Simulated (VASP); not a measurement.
# GaN in VASP: relaxation of the atoms with PBEsol

Aim: the relaxation of the atoms of GaN with PBEsol.

All numbers are computed with VASP 6.6.1; they aren't measurements. Logs are shortened: lines on timing, memory, paths and dates and some standing lists are left out, and cuts for length are marked.

## Step 1: The cell of the first run

The cell holds a slab with vacuum, 4 atoms: a = 3.181 Å, b = 3.181 Å, c = 17.246 Å, α = 90.00°, β = 90.00°, γ = 120.00°.

## Step 2: Relaxation of the atoms, PBEsol

Contents of INCAR:

```
SYSTEM = GaN
ALGO = Normal ; DIPOL = 0.5 0.5 0.500
EDIFF = 1E-7 ; EDIFFG = -0.03
ENCUT = 520 ; GGA = PS
IBRION = 2 ; IDIPOL = 3
ISIF = 2 ; ISMEAR = 0
LASPH = .TRUE. ; LCHARG = .FALSE.
LDIPOL = .TRUE. ; LREAL = .FALSE.
LWAVE = .FALSE. ; NELM = 60
NSW = 70 ; PREC = Accurate
SIGMA = 0.05
```

Contents of KPOINTS:

```
k-points
0
G
  9 9 1
  0 0 0
```

Contents of POSCAR:

```
GaN
1.0
    3.1808233636      0.0000000000      0.0000000000
   -1.5904116818      2.7546738378      0.0000000000
    0.0000000000      0.0000000000     17.2464142512
N Ga
2 2
Selective dynamics
Direct
    0.0000000000      0.0000000000      0.4058814718  F F F
    0.3333333333      0.6666666667      0.5564711169  T T T
    0.3333333333      0.6666666667      0.4435288831  F F F
    0.6666666667      0.3333333333      0.5941185282  T T T
```

Potentials or basis: VASP PAW PBE potentials, release 64 (N, Ga_d).

Command:

```console
cat potpaw_PBE.64/N/POTCAR potpaw_PBE.64/Ga_d/POTCAR > POTCAR
mpirun -np 1 vasp_std > vasp.out
```

OUTCAR:

```text
SYSTEM = GaN
   EDIFF = 1E-7
   EDIFFG = -0.03
   ENCUT = 520
   GGA = PS
   IBRION = 2
   ISIF = 2
   ISMEAR = 0
   LASPH = .TRUE.
   LREAL = .FALSE.
   NELM = 60
   NSW = 70
   PREC = Accurate

 ion  position               nearest neighbor table
   1  0.000  0.000  0.406-   3 1.95   3 1.95   3 1.95
   2  0.333  0.667  0.556-   3 1.95   4 1.95   4 1.95   4 1.95
   3  0.333  0.667  0.444-   2 1.95   1 1.95   1 1.95   1 1.95
   4  0.667  0.333  0.594-   2 1.95   2 1.95   2 1.95

  LATTYP: Found a hexagonal cell.
 ALAT       =     3.1808233636
 C/A-ratio  =     5.4219968479

  Lattice vectors:

 A1 = (   3.1808233636,   0.0000000000,   0.0000000000)
 A2 = (  -1.5904116818,   2.7546738378,   0.0000000000)
 A3 = (   0.0000000000,   0.0000000000,  17.2464142512)

Analysis of symmetry for initial positions (statically):
=====================================================================
 Subroutine PRICEL returns:
 Original cell was already a primitive cell.

 Routine SETGRP: Setting up the symmetry group for a
 hexagonal supercell.

 Subroutine GETGRP returns: Found  6 space group operations
 (whereof  6 operations were pure point group operations)
 out of a pool of 24 trial point group operations.

The static configuration has the point symmetry C_3v.

Analysis of symmetry for dynamics (positions and initial velocities):
=====================================================================
 Subroutine PRICEL returns:
 Original cell was already a primitive cell.

 Routine SETGRP: Setting up the symmetry group for a
 hexagonal supercell.

 Subroutine GETGRP returns: Found  6 space group operations
 (whereof  6 operations were pure point group operations)
 out of a pool of 24 trial point group operations.

The dynamic configuration has the point symmetry C_3v.

Analysis of constrained symmetry for selective dynamics:
=====================================================================
 Subroutine PRICEL returns:
 Original cell was already a primitive cell.

 Routine SETGRP: Setting up the symmetry group for a
 hexagonal supercell.

 Subroutine GETGRP returns: Found  6 space group operations
 (whereof  6 operations were pure point group operations)
 out of a pool of 24 trial point group operations.

The constrained configuration has the point symmetry C_3v.

 Subroutine INISYM returns: Found  6 space group operations
 (whereof  6 operations are pure point group operations),
 and found     1 'primitive' translations

----------------------------------------------------------------------------------------

                                     Primitive cell

  volume of cell :     151.1153

  direct lattice vectors                    reciprocal lattice vectors
     3.180823364  0.000000000  0.000000000     0.314384009  0.181509692  0.000000000
    -1.590411682  2.754673838  0.000000000     0.000000000  0.363019384  0.000000000
     0.000000000  0.000000000 17.246414251     0.000000000  0.000000000  0.057983067

  length of vectors
     3.180823364  3.180823364 17.246414251     0.363019384  0.363019384  0.057983067

  position of ions in fractional coordinates (direct lattice)
     0.000000000  0.000000000  0.405881472
     0.333333333  0.666666667  0.556471117
     0.333333333  0.666666667  0.443528883
     0.666666667  0.333333333  0.594118528

  ion indices of the primitive-cell ions
   primitive index   ion index
                 1           1
                 2           2
                 3           3
                 4           4

----------------------------------------------------------------------------------------

 KPOINTS: k-points

Automatic generation of k-mesh.
 Grid dimensions read from file:
 generate k-points for:    9    9    1

 Generating k-lattice:

  Cartesian coordinates                     Fractional coordinates (reciprocal lattice)
     0.034931557  0.020167744  0.000000000     0.111111111  0.000000000  0.000000000
     0.000000000  0.040335487  0.000000000     0.000000000  0.111111111  0.000000000
     0.000000000  0.000000000  0.057983067     0.000000000  0.000000000  1.000000000

  Length of vectors
     0.040335487  0.040335487  0.057983067

  Shift w.r.t. Gamma in fractional coordinates (k-lattice)
     0.000000000  0.000000000  0.000000000

 Subroutine IBZKPT returns following result:
 ===========================================

 Found     12 irreducible k-points:

 Following reciprocal coordinates:
            Coordinates               Weight
  0.000000  0.000000  0.000000      1.000000
  0.111111  0.000000  0.000000      6.000000
  0.222222  0.000000  0.000000      6.000000
  0.333333  0.000000  0.000000      6.000000
  0.444444  0.000000  0.000000      6.000000
  0.111111  0.111111  0.000000      6.000000
  0.222222  0.111111  0.000000     12.000000
  0.333333  0.111111  0.000000     12.000000
  0.444444  0.111111  0.000000      6.000000
  0.222222  0.222222  0.000000      6.000000
  0.333333  0.222222  0.000000     12.000000
  0.333333  0.333333  0.000000      2.000000
   k-points           NKPTS =     12   k-points in BZ     NKDIM =     12   number of bands    NBANDS=     22
   number of dos      NEDOS =    301   number of ions     NIONS =      4
   total plane-waves  NPLWV =  73728
   dimension x,y,z NGX =    24 NGY =   24 NGZ =  128
   dimension x,y,z NGXF=    48 NGYF=   48 NGZF=  256
   ions per type =               2   2
   NGX,Y,Z   is equivalent  to a cutoff of  12.54, 12.54, 12.34 a.u.
   NGXF,Y,Z  is equivalent  to a cutoff of  25.09, 25.09, 24.68 a.u.
 SYSTEM =  GaN
   PREC   = accura    normal or accurate (medium, high low for compatibility)
   ISTART =      0    job   : 0-new  1-cont  2-samecut
   ICHARG =      2    charge: 1-file 2-atom 10-const
   ISPIN  =      1    spin polarized calculation?
   LNONCOLLINEAR =      F non collinear calculations
   LSORBIT =      F    spin-orbit coupling
   LASPH  =      T    aspherical Exc in radial PAW
   ENCUT  =  520.0 eV  38.22 Ry    6.18 a.u.   5.91  5.91 32.07*2*pi/ulx,y,z
   NELM   =     60;   NELMIN=  2; NELMDL= -5     # of ELM steps
   EDIFF  = 0.1E-06   stopping-criterion for ELM
   LREAL  =      F    real-space projection
   EDIFFG = -.3E-01   stopping-criterion for IOM
   NSW    =     70    number of steps for IOM
   IBRION =      2    ionic relax: 0-MD 1-quasi-New 2-CG
   NFREE  =      1    steps in history (QN), initial steepest desc. (CG)
   ISIF   =      2    stress and relaxation
   ISYM   =      2    0-nonsym 1-usesym 2-fastsym
   POTIM  = 0.5000    time-step for ionic-motion
   TEBEG  =    0.0;   TEEND  =   0.0 temperature during run
   PSTRESS=    0.0 pullay stress
   NELECT =      36.0000    total number of electrons
   NUPDOWN=      -1.0000    fix difference up-down
   EMIN   =  10.00;   EMAX   =-10.00  energy-range for DOS
   EFERMI =   0.00;   METHOD = LEGACY
   ISMEAR =     0;   SIGMA  =   0.05  broadening in eV -4-tet -1-fermi 0-gaus
   EFERMI_NEDOS =   21; number of points for ismear=-14 and -15
   IALGO  =     38    algorithm
   IMIX   =      4    mixing-type and parameters
     AMIX     =   0.40;   BMIX     =  1.00
     AMIX_MAG =   1.60;   BMIX_MAG =  1.00
  volume/ion in A,a.u.               =      37.78       254.94
  Fermi-wavevector in a.u.,A,eV,Ry     =   1.014860  1.917807 14.013196  1.029941
  Thomas-Fermi vector in A             =   2.148112
   LORBIT       =      0    0 simple, 1 ext, 2 COOP (PROOUT), +10 PAW based schemes
   GGA     = PS    functional components
   LHFCALC =     F    Hartree Fock is set to
   AEXX    =    0.0000 exact exchange contribution
   IVDW    =     0    specifies the selected vdW correction
   LEPSILON=     F    determine dielectric tensor
   LRPA    =     F    only Hartree local field effects (RPA)
 conjugate gradient relaxation of ions
 non-spin polarized calculation
 Gauss-broadening in eV      SIGMA  =   0.05
  energy-cutoff  :      520.00
  volume of cell :      151.12
 maximum number of plane-waves:      4096
 NGX is ok and might be reduce to    24
   NGX = 11   NGY = 11   NGZ = 65

--------------------------------------- Ionic step        1  -------------------------------------------

 number of electron      36.0000000 magnetization

 Free energy of the ion-electron system (eV)
  ---------------------------------------------------
  ext. energy  EPLUGINS =         0.00000000
  ---------------------------------------------------
  free energy    TOTEN  =       -23.16114023 eV

  energy without entropy =      -23.15785633  energy(sigma->0) =      -23.15949828

------------------------ aborting loop because EDIFF is reached ----------------------------------------

  FORCE on cell =-STRESS in cart. coord.  units (eV):
  Direction    XX          YY          ZZ          XY          YZ          ZX
  --------------------------------------------------------------------------------------
  -------------------------------------------------------------------------------------
  Total       -1.2805509     -1.2805509      0.3485696      0.0000000      0.0000000      0.0000000
  in kB      -13.5768458    -13.5768458      3.6956560      0.0000000      0.0000000      0.0000000
  external PRESSURE =      -7.8193452 kB  Pullay stress =       0.0000000 kB
[... 95 lines left out ...]
  FREE ENERGIE OF THE ION-ELECTRON SYSTEM (eV)
  ---------------------------------------------------
  free  energy   TOTEN  =       -23.5825203897 eV

  energy  without entropy=      -23.5811056832  energy(sigma->0) =      -23.58181304

[... ionic steps 4 to 11 ...]

--------------------------------------- Ionic step       12  -------------------------------------------

 number of electron      36.0000000 magnetization

------------------------ aborting loop because EDIFF is reached ----------------------------------------
[... 71 lines left out ...]
--------------------------------------- Ionic step       14  -------------------------------------------

 number of electron      35.9999999 magnetization

 dipolmoment           0.000000      0.000000     -0.185766 electrons x Angstroem

 Free energy of the ion-electron system (eV)
  ---------------------------------------------------
  ext. energy  EPLUGINS =         0.00000000
  ---------------------------------------------------
  free energy    TOTEN  =       -23.80234712 eV

  energy without entropy =      -23.80234700  energy(sigma->0) =      -23.80234706

 E-fermi :  -1.5588     XC(G=0):  -4.4755

 val. band max:       -1.7119663726   @ k =   0.0000   0.0000   0.0000
 cond. band min:      -1.4110199562   @ k =   0.0000   0.0000   0.0000
 fundamental gap:      0.3009464164
 Fermi energy:        -1.5587522354

 k-point     1 :       0.0000    0.0000    0.0000
  band No.  band energies     occupation
      1     -19.5992      2.00000
      2     -17.4854      2.00000
      3     -17.4854      2.00000
      4     -17.1807      2.00000
      5     -17.1806      2.00000
      6     -16.6832      2.00000
[... 289 lines left out ...]
     21       3.2998      0.00000
     22       4.1286      0.00000

------------------------ aborting loop because EDIFF is reached ----------------------------------------

 vacuum level on the upper side and lower side of the slab       (xc-potential included)        -1.964         1.741

  FORCE on cell =-STRESS in cart. coord.  units (eV):
  Direction    XX          YY          ZZ          XY          YZ          ZX
  --------------------------------------------------------------------------------------
  -------------------------------------------------------------------------------------
  Total       -0.4907494     -0.4907494     -1.9583344      0.0000000      0.0000000     -0.0000000
  in kB       -5.2030959     -5.2030959    -20.7629419      0.0000000      0.0000000     -0.0000000
  external PRESSURE =     -10.3897112 kB  Pullay stress =       0.0000000 kB
[... 19 lines left out ...]
  FREE ENERGIE OF THE ION-ELECTRON SYSTEM (eV)
  ---------------------------------------------------
  free  energy   TOTEN  =       -23.8023471181 eV

  energy  without entropy=      -23.8023470036  energy(sigma->0) =      -23.80234706

 reached required accuracy - stopping structural energy minimisation

 vacuum level on the upper side and lower side of the slab         1.425         5.252
```

It took 8.1 min on 1 thread of Intel Xeon Platinum 8375C at 2.90GHz (Ice Lake), shared host; peak memory 0.28 GiB.

What came out:

```
Free energy               : -23.8023 eV
Energy gained by relaxing : 160.3 meV/atom
Ionic steps               : 14
Band gap on the k mesh    : 0.30 eV
```

The path:
```tsv
step	energy change (eV)	largest force on free atoms (eV/Å)	pressure (GPa)
1	0.0000	2.2964	-0.78
2	-0.2317	1.3516	-0.46
3	-0.4214	0.9111	0.01
4	-0.5968	0.4355	-0.41
5	-0.5988	0.2953	-0.15
6	-0.6034	0.2164	-0.26
7	-0.6031	0.2694	-0.29
8	-0.6086	0.2294	-0.34
9	-0.6215	0.1164	-0.48
10	-0.6332	0.1928	-0.73
11	-0.6388	0.0448	-0.86
12	-0.6394	0.0694	-0.91
13	-0.6403	0.0512	-0.95
14	-0.6412	0.0113	-1.04
```

Final structure:
```xyz
4
Lattice="3.1808 0.0000 0.0000 -1.5904 2.7547 0.0000 0.0000 0.0000 17.2464" Properties=species:S:1:pos:R:3 pbc="T T T"
N     0.0000    0.0000    7.0000
N     0.0000    1.8364   10.3718
Ga    0.0000    1.8364    7.6493
Ga    1.5904    0.9182   10.2968
```

Caveat: semilocal functionals underestimate gaps, and a narrow one can read as zero; the PAW data sets were made with another functional, which shifts forces and pressure a little.
